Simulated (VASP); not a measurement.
# GaN (F-43m) in VASP: notebook

The runs below take GaN through single point, relaxation of cell and atoms, with PBE.

Program: VASP 6.6.1. These are calculated values, not measurements. Logs are shortened: lines on timing, memory, paths and dates and some standing lists are left out, and cuts for length are marked.

## Step 1: The cell of the first run

Symmetry: F-43m, No. 216, cubic system. The conventional cell has a = 4.485 Å, b = 4.485 Å, c = 4.485 Å, α = 90.00°, β = 90.00°, γ = 90.00°. Within 2.6 Å of Ga (site symmetry -43m) lie 4 N at 1.94 Å. N (site symmetry -43m) has 4 Ga at 1.94 Å within 2.6 Å.

## Step 2: Single point, PBE

Contents of INCAR:

```
PREC     = Accurate       # precision mode
ENCUT    = 520            # plane-wave cutoff, eV
EDIFF    = 1E-6           # SCF threshold, eV
ISMEAR   = -1             # smearing method
SIGMA    = 0.1            # smearing width, eV
LREAL    = F              # projectors in reciprocal space
LASPH    = T              # aspherical terms in the spheres
NELM     = 100            # most SCF steps
ALGO     = Normal         # electronic algorithm
ISIF     = 2              # what is computed and relaxed
LWAVE    = F              # write WAVECAR
LCHARG   = F              # write CHGCAR
GGA      = PE             # functional
NBANDS   = 16             # bands
```

Contents of KPOINTS:

```
regular mesh
0
Gamma
  8 8 8
```

Contents of POSCAR:

```
GaN
1.0
    0.0000000000      2.2424906515      2.2424906515
    2.2424906515      0.0000000000      2.2424906515
    2.2424906515      2.2424906515      0.0000000000
Ga N
1 1
Direct
    0.0000000000      0.0000000000      0.0000000000
    0.7500000000      0.7500000000      0.7500000000
```

Potentials or basis: VASP PAW PBE potentials, release 64 (Ga_d, N).

Command:

```bash
$ cat potpaw_PBE.64/Ga_d/POTCAR potpaw_PBE.64/N/POTCAR > POTCAR
$ mpirun -np 1 vasp_std > vasp.out
```

OUTCAR:

```text
PREC = Accurate
   ENCUT = 520
   EDIFF = 1E-6
   ISMEAR = -1
   LREAL = F
   LASPH = T
   NELM = 100
   ISIF = 2
   GGA = PE

 ion  position               nearest neighbor table
   1  0.000  0.000  0.000-   2 1.94   2 1.94   2 1.94   2 1.94
   2  0.750  0.750  0.750-   1 1.94   1 1.94   1 1.94   1 1.94

  LATTYP: Found a face centered cubic cell.
 ALAT       =     4.4849813030

  Lattice vectors:

 A1 = (   0.0000000000,   2.2424906515,   2.2424906515)
 A2 = (   2.2424906515,   0.0000000000,   2.2424906515)
 A3 = (   2.2424906515,   2.2424906515,   0.0000000000)

Analysis of symmetry for initial positions (statically):
=====================================================================
 Subroutine PRICEL returns:
 Original cell was already a primitive cell.

 Routine SETGRP: Setting up the symmetry group for a
 face centered cubic supercell.

 Subroutine GETGRP returns: Found 24 space group operations
 (whereof 24 operations were pure point group operations)
 out of a pool of 48 trial point group operations.

The static configuration has the point symmetry T_d .

Analysis of symmetry for dynamics (positions and initial velocities):
=====================================================================
 Subroutine PRICEL returns:
 Original cell was already a primitive cell.

 Routine SETGRP: Setting up the symmetry group for a
 face centered cubic supercell.

 Subroutine GETGRP returns: Found 24 space group operations
 (whereof 24 operations were pure point group operations)
 out of a pool of 48 trial point group operations.

The dynamic configuration has the point symmetry T_d .

 Subroutine INISYM returns: Found 24 space group operations
 (whereof 24 operations are pure point group operations),
 and found     1 'primitive' translations

----------------------------------------------------------------------------------------

                                     Primitive cell

  volume of cell :      22.5539

  direct lattice vectors                    reciprocal lattice vectors
     0.000000000  2.242490651  2.242490651    -0.222966370  0.222966370  0.222966370
     2.242490651  0.000000000  2.242490651     0.222966370 -0.222966370  0.222966370
     2.242490651  2.242490651  0.000000000     0.222966370  0.222966370 -0.222966370

  length of vectors
     3.171360693  3.171360693  3.171360693     0.386189081  0.386189081  0.386189081

  position of ions in fractional coordinates (direct lattice)
     0.000000000  0.000000000  0.000000000
     0.750000000  0.750000000  0.750000000

  ion indices of the primitive-cell ions
   primitive index   ion index
                 1           1
                 2           2

----------------------------------------------------------------------------------------

 KPOINTS: regular mesh

Automatic generation of k-mesh.
 Grid dimensions read from file:
 generate k-points for:    8    8    8

 Generating k-lattice:

  Cartesian coordinates                     Fractional coordinates (reciprocal lattice)
    -0.027870796  0.027870796  0.027870796     0.125000000  0.000000000  0.000000000
     0.027870796 -0.027870796  0.027870796     0.000000000  0.125000000  0.000000000
     0.027870796  0.027870796 -0.027870796     0.000000000  0.000000000  0.125000000

  Length of vectors
     0.048273635  0.048273635  0.048273635

  Shift w.r.t. Gamma in fractional coordinates (k-lattice)
     0.000000000  0.000000000  0.000000000

 Subroutine IBZKPT returns following result:
 ===========================================

 Found     29 irreducible k-points:

 Following reciprocal coordinates:
            Coordinates               Weight
  0.000000  0.000000  0.000000      1.000000
  0.125000  0.000000  0.000000      8.000000
  0.250000  0.000000  0.000000      8.000000
  0.375000  0.000000  0.000000      8.000000
  0.500000  0.000000  0.000000      4.000000
  0.125000  0.125000  0.000000      6.000000
[... 16 lines left out ...]
  0.500000  0.250000  0.125000     48.000000
 -0.375000  0.250000  0.125000     24.000000
 [... further k-points ...]
   k-points           NKPTS =     29   k-points in BZ     NKDIM =     29   number of bands    NBANDS=     16
   number of dos      NEDOS =    301   number of ions     NIONS =      2
   total plane-waves  NPLWV =  13824
   dimension x,y,z NGX =    24 NGY =   24 NGZ =   24
   dimension x,y,z NGXF=    48 NGYF=   48 NGZF=   48
   ions per type =               1   1
   NGX,Y,Z   is equivalent  to a cutoff of  12.58, 12.58, 12.58 a.u.
   NGXF,Y,Z  is equivalent  to a cutoff of  25.16, 25.16, 25.16 a.u.
 SYSTEM =  unknown system
   PREC   = accura    normal or accurate (medium, high low for compatibility)
   ISTART =      0    job   : 0-new  1-cont  2-samecut
   ICHARG =      2    charge: 1-file 2-atom 10-const
   ISPIN  =      1    spin polarized calculation?
   LNONCOLLINEAR =      F non collinear calculations
   LSORBIT =      F    spin-orbit coupling
   LASPH  =      T    aspherical Exc in radial PAW
   ENCUT  =  520.0 eV  38.22 Ry    6.18 a.u.   5.90  5.90  5.90*2*pi/ulx,y,z
   NELM   =    100;   NELMIN=  2; NELMDL= -5     # of ELM steps
   EDIFF  = 0.1E-05   stopping-criterion for ELM
   LREAL  =      F    real-space projection
   EDIFFG = 0.1E-04   stopping-criterion for IOM
   NSW    =      0    number of steps for IOM
   IBRION =     -1    ionic relax: 0-MD 1-quasi-New 2-CG
   NFREE  =      0    steps in history (QN), initial steepest desc. (CG)
   ISIF   =      2    stress and relaxation
   ISYM   =      2    0-nonsym 1-usesym 2-fastsym
   POTIM  = 0.5000    time-step for ionic-motion
   TEBEG  =    0.0;   TEEND  =   0.0 temperature during run
   PSTRESS=    0.0 pullay stress
   NELECT =      18.0000    total number of electrons
   NUPDOWN=      -1.0000    fix difference up-down
   EMIN   =  10.00;   EMAX   =-10.00  energy-range for DOS
   EFERMI =   0.00;   METHOD = LEGACY
   ISMEAR =    -1;   SIGMA  =   0.10  broadening in eV -4-tet -1-fermi 0-gaus
   EFERMI_NEDOS =   21; number of points for ismear=-14 and -15
   IALGO  =     38    algorithm
   IMIX   =      4    mixing-type and parameters
     AMIX     =   0.40;   BMIX     =  1.00
     AMIX_MAG =   1.60;   BMIX_MAG =  1.00
  volume/ion in A,a.u.               =      11.28        76.10
  Fermi-wavevector in a.u.,A,eV,Ry     =   1.518536  2.869617 31.374366  2.305951
  Thomas-Fermi vector in A             =   2.627643
   LORBIT       =      0    0 simple, 1 ext, 2 COOP (PROOUT), +10 PAW based schemes
   GGA     = PE    functional components
   LHFCALC =     F    Hartree Fock is set to
   AEXX    =    0.0000 exact exchange contribution
   IVDW    =     0    specifies the selected vdW correction
   LEPSILON=     F    determine dielectric tensor
   LRPA    =     F    only Hartree local field effects (RPA)
 non-spin polarized calculation
  energy-cutoff  :      520.00
  volume of cell :       22.55
 maximum number of plane-waves:       620
   NGX = 11   NGY = 11   NGZ = 11

 number of electron      18.0000013 magnetization

 Free energy of the ion-electron system (eV)
  ---------------------------------------------------
  ext. energy  EPLUGINS =         0.00000000
  ---------------------------------------------------
  free energy    TOTEN  =       -12.12901363 eV

  energy without entropy =      -12.12901102  energy(sigma->0) =      -12.12901232

 E-fermi :   6.4550     XC(G=0): -11.7456

 val. band max:        5.4429190995   @ k =   0.0000   0.0000   0.0000
 cond. band min:       7.2620449211   @ k =   0.0000   0.0000   0.0000
 fundamental gap:      1.8191258216
 Fermi energy:         6.4550108871

 k-point     1 :       0.0000    0.0000    0.0000
  band No.  band energies     occupation
      1     -10.6175      2.00000
      2      -8.0121      2.00000
      3      -8.0121      2.00000
      4      -8.0121      2.00000
      5      -7.6773      2.00000
      6      -7.6773      2.00000
[... 8 lines left out ...]
     15      24.4100      0.00000
     16      24.4100      0.00000

 k-point     2 :       0.1250    0.0000    0.0000
  band No.  band energies     occupation
      1     -10.4440      2.00000
      2      -7.9906      2.00000
      3      -7.9906      2.00000
      4      -7.9495      2.00000
      5      -7.6790      2.00000
      6      -7.6790      2.00000
[... 8 lines left out ...]
     15      22.8012      0.00000
     16      22.8465      0.00000

 k-point     3 :       0.2500    0.0000    0.0000
  band No.  band energies     occupation
      1     -10.0525      2.00000
      2      -7.9485      2.00000
      3      -7.9485      2.00000
      4      -7.6723      2.00000
      5      -7.6723      2.00000
      6      -7.6526      2.00000
[... 8 lines left out ...]
     15      22.4180      0.00000
     16      22.4180      0.00000

 k-point     4 :       0.3750    0.0000    0.0000
  band No.  band energies     occupation
      1      -9.7499      2.00000
      2      -7.9247      2.00000
      3      -7.9247      2.00000
      4      -7.6456      2.00000
      5      -7.6456      2.00000
      6      -6.9624      2.00000
[... 8 lines left out ...]
     15      23.8606      0.00000
     16      23.8606      0.00000

 k-point     5 :       0.5000    0.0000    0.0000
  band No.  band energies     occupation
      1      -9.6608      2.00000
      2      -7.9206      2.00000
      3      -7.9206      2.00000
      4      -7.6282      2.00000
      5      -7.6282      2.00000
      6      -6.4328      2.00000
[... 8 lines left out ...]
     15      25.2842      0.00000
     16      25.2842      0.00000

 k-point     6 :       0.1250    0.1250    0.0000
  band No.  band energies     occupation
      1     -10.3873      2.00000
      2      -7.9706      2.00000
      3      -7.9706      2.00000
      4      -7.9563      2.00000
      5      -7.6917      2.00000
      6      -7.6655      2.00000
[... 8 lines left out ...]
     15      25.3280      0.00000
     16      25.5112      0.00000
[... 267 lines left out ...]
 k-point    21 :       0.5000    0.5000    0.0000
  band No.  band energies     occupation
      1      -9.4768      2.00000
      2      -7.9264      2.00000
      3      -7.6945      2.00000
      4      -7.6945      2.00000
      5      -7.5972      2.00000
      6      -6.0122      2.00000
[... 8 lines left out ...]
     15      27.4741      0.00000
     16      30.1912      0.00000

 k-point    22 :       0.3750    0.2500    0.1250
  band No.  band energies     occupation
      1      -9.8069      2.00000
      2      -7.9039      2.00000
      3      -7.8836      2.00000
      4      -7.7644      2.00000
      5      -7.6486      2.00000
      6      -7.2917      2.00000
[... 8 lines left out ...]
     15      24.7143      0.00000
     16      26.9793      0.00000

 k-point    23 :       0.5000    0.2500    0.1250
  band No.  band energies     occupation
      1      -9.6137      2.00000
      2      -7.8978      2.00000
      3      -7.8512      2.00000
      4      -7.7272      2.00000
      5      -7.6414      2.00000
      6      -6.5872      2.00000
[... 8 lines left out ...]
     15      24.8183      0.00000
     16      26.7670      0.00000

 k-point    24 :      -0.3750    0.2500    0.1250
  band No.  band energies     occupation
      1      -9.5561      2.00000
      2      -7.9036      2.00000
      3      -7.8388      2.00000
      4      -7.6987      2.00000
      5      -7.6431      2.00000
      6      -6.1179      2.00000
[... 8 lines left out ...]
     15      24.3877      0.00000
     16      26.7012      0.00000

 [... further k-points ...]
[... 5 lines left out ...]
  --------------------------------------------------------------------------------------
  -------------------------------------------------------------------------------------
  Total        1.1272349      1.1272349      1.1272349      0.0000000      0.0000000      0.0000000
  in kB       80.0761300     80.0761300     80.0761300      0.0000000      0.0000000      0.0000000
  external PRESSURE =      80.0761300 kB  Pullay stress =       0.0000000 kB

 VOLUME and BASIS-vectors are now :
 -----------------------------------------------------------------------------
  energy-cutoff  :      520.00
  volume of cell :       22.55
      direct lattice vectors                 reciprocal lattice vectors
     0.000000000  2.242490651  2.242490651    -0.222966370  0.222966370  0.222966370
     2.242490651  0.000000000  2.242490651     0.222966370 -0.222966370  0.222966370
     2.242490651  2.242490651  0.000000000     0.222966370  0.222966370 -0.222966370

 POSITION                                       TOTAL-FORCE (eV/Angst)
 -----------------------------------------------------------------------------------
      0.00000      0.00000      0.00000        -0.000000     -0.000000     -0.000000
      3.36374      3.36374      3.36374         0.000000      0.000000      0.000000
 -----------------------------------------------------------------------------------
    total drift:                               -0.000002     -0.000002     -0.000002

  FREE ENERGIE OF THE ION-ELECTRON SYSTEM (eV)
  ---------------------------------------------------
  free  energy   TOTEN  =       -12.1290136315 eV

  energy  without entropy=      -12.1290110159  energy(sigma->0) =      -12.12901232
```

It took 11 s on 1 thread of AMD EPYC 7R13 (Zen 3), shared host; peak memory 0.11 GiB.

What came out:

| Item | Value |
| --- | --- |
| Free energy | -12.1290 eV |
| Pressure | 8.0 GPa |
| Band gap on the k mesh | 1.82 eV, direct |

## Step 3: Relaxation of cell and atoms, PBE

This run uses another cell than the first one, of 11.44 Å³/atom, 1.015 times its volume.

Contents of INCAR:

```
PREC     = Accurate       # precision mode
ENCUT    = 600            # plane-wave cutoff, eV
EDIFF    = 1E-7           # SCF threshold, eV
ISMEAR   = -1             # smearing method
SIGMA    = 0.1            # smearing width, eV
LREAL    = False          # projectors in reciprocal space
LASPH    = True           # aspherical terms in the spheres
NELM     = 100            # most SCF steps
ALGO     = Normal         # electronic algorithm
ISIF     = 3              # what is computed and relaxed
LWAVE    = False          # write WAVECAR
LCHARG   = False          # write CHGCAR
GGA      = PE             # functional
IBRION   = 2              # ionic algorithm
NSW      = 80             # ionic steps
EDIFFG   = -0.05          # ionic threshold
```

Contents of KPOINTS:

```
Automatic mesh
0
Gamma
  8 8 8
```

Contents of POSCAR:

```
GaN
1.0
    0.0000000000      2.2535006100      2.2535006100
    2.2535006100      0.0000000000      2.2535006100
    2.2535006100      2.2535006100      0.0000000000
Ga N
1 1
Direct
    0.0000000000      0.0000000000      0.0000000000
    0.7500000000      0.7500000000      0.7500000000
```

Potentials or basis: VASP PAW PBE potentials, release 64 (Ga_d, N).

Command:

```bash
$ cat potpaw_PBE.64/Ga_d/POTCAR potpaw_PBE.64/N/POTCAR > POTCAR
$ mpirun -np 1 vasp_std > vasp.out
```

It took 30 s on 1 thread of AMD EPYC 7R13 (Zen 3), shared host; peak memory 0.14 GiB.

The run converged. Its results:

| Item | Value |
| --- | --- |
| Free energy | -12.1536 eV |
| Relaxed volume | 11.76 Å³/atom |
| Relaxed cell | a = 3.216 Å, b = 3.216 Å, c = 3.216 Å, α = 60.00°, β = 60.00°, γ = 60.00° |
| Space group after relaxing (to 0.05 Å) | F-43m (No. 216) |
| Energy gained by relaxing | 4.7 meV/atom |
| Ionic steps | 3 |
| Pressure after relaxing | 0.0 GPa |
| Band gap on the k mesh | 1.55 eV, direct |

Step by step:
```
step  energy change (eV)  largest force (eV/Å)  pressure (GPa)  volume (Å³)
   1              0.0000                0.0000            4.91        22.89
   2             -0.0029                0.0000           -3.73        24.07
   3             -0.0094                0.0000           -0.02        23.52
```

Final structure:
```cif
data_structure
_symmetry_space_group_name_H-M 'P 1'
_symmetry_Int_Tables_number 1
_cell_length_a 3.2160
_cell_length_b 3.2160
_cell_length_c 3.2160
_cell_angle_alpha 60.000
_cell_angle_beta 60.000
_cell_angle_gamma 60.000
_cell_volume 23.52
loop_
_atom_site_label
_atom_site_type_symbol
_atom_site_fract_x
_atom_site_fract_y
_atom_site_fract_z
_atom_site_occupancy
Ga1 Ga 0.00000 0.00000 0.00000 1
N1 N 0.75000 0.75000 0.75000 1
```

Levels at points of the mesh, in eV from the valence-band top:
```tsv
k point	band 5	band 6	band 7	band 8	band 9	band 10	band 11	band 12	band 13
(0.00, 0.00, 0.00)	-13.13	-13.13	0.00	0.00	0.00	1.55	10.13	10.13	10.13
(0.50, 0.00, 0.00)	-13.09	-11.88	-6.86	-0.93	-0.93	4.45	8.59	10.22	10.22
(0.50, 0.50, 0.00)	-13.06	-11.45	-6.01	-2.61	-2.61	3.34	6.50	11.52	13.67
```

## Step 4: Relaxation of cell and atoms, PBE, target pressure 2 GPa, at which the enthalpy is minimised

This run uses another cell than the first one, of 11.44 Å³/atom, 1.015 times its volume.

Contents of INCAR:

```
SYSTEM = GaN
ALGO = Normal
EDIFF = 1E-6
EDIFFG = -0.05
ENCUT = 600
GGA = PE
IBRION = 2
ISIF = 3
ISMEAR = -1
LASPH = .TRUE.
LCHARG = .FALSE.
LREAL = .FALSE.
LWAVE = .FALSE.
NELM = 60
NSW = 80
PREC = Accurate
PSTRESS = 20.0
SIGMA = 0.1
```

Contents of KPOINTS:

```
k-points
0
G
  8 8 8
  0 0 0
```

POSCAR is that of step 3.

Command:

```bash
$ cat potpaw_PBE.64/Ga_d/POTCAR potpaw_PBE.64/N/POTCAR > POTCAR
$ mpirun -np 1 vasp_std > vasp.out
```

Run time: 29 s. Hardware: 1 thread of AMD EPYC 7R13 (Zen 3), shared host; peak memory 0.14 GiB.

It converged, with:

| Item | Value |
| --- | --- |
| Free energy | -12.1521 eV |
| Relaxed volume | 11.63 Å³/atom |
| Relaxed cell | a = 3.204 Å, b = 3.204 Å, c = 3.204 Å, α = 60.00°, β = 60.00°, γ = 60.00° |
| Space group after relaxing (to 0.05 Å) | F-43m (No. 216) |
| Energy change on relaxing (the enthalpy is what falls) | -3.9 meV/atom |
| Ionic steps | 3 |
| Pressure after relaxing | 2.2 GPa |
| Band gap on the k mesh | 1.62 eV, direct |

Step by step:
```
step  energy change (eV)  largest force (eV/Å)  pressure (GPa)  volume (Å³)
   1              0.0000                0.0000            4.91        22.89
   2             -0.0093                0.0000           -0.71        23.58
   3             -0.0079                0.0000            2.17        23.26
```

Final structure:
```
CELL_PARAMETERS angstrom
0.00000 2.26559 2.26559
2.26559 0.00000 2.26559
2.26559 2.26559 0.00000
ATOMIC_POSITIONS crystal
Ga 0.00000 0.00000 0.00000
N 0.75000 0.75000 0.75000
```

Levels at points of the mesh, in eV from the valence-band top:
| k point | band 7 | band 8 | band 9 | band 10 | band 11 | band 12 |
| --- | --- | --- | --- | --- | --- | --- |
| (0.00, 0.00, 0.00) | 0.00 | 0.00 | 0.00 | 1.62 | 10.20 | 10.20 |
| (0.50, 0.00, 0.00) | -6.93 | -0.95 | -0.95 | 4.53 | 8.65 | 10.28 |
| (0.50, 0.50, 0.00) | -6.06 | -2.65 | -2.65 | 3.35 | 6.57 | 11.60 |

Caveat: the cell is relaxed towards a set pressure, so the enthalpy falls and the energy may rise.

(Part 1 of 2 ends here.)
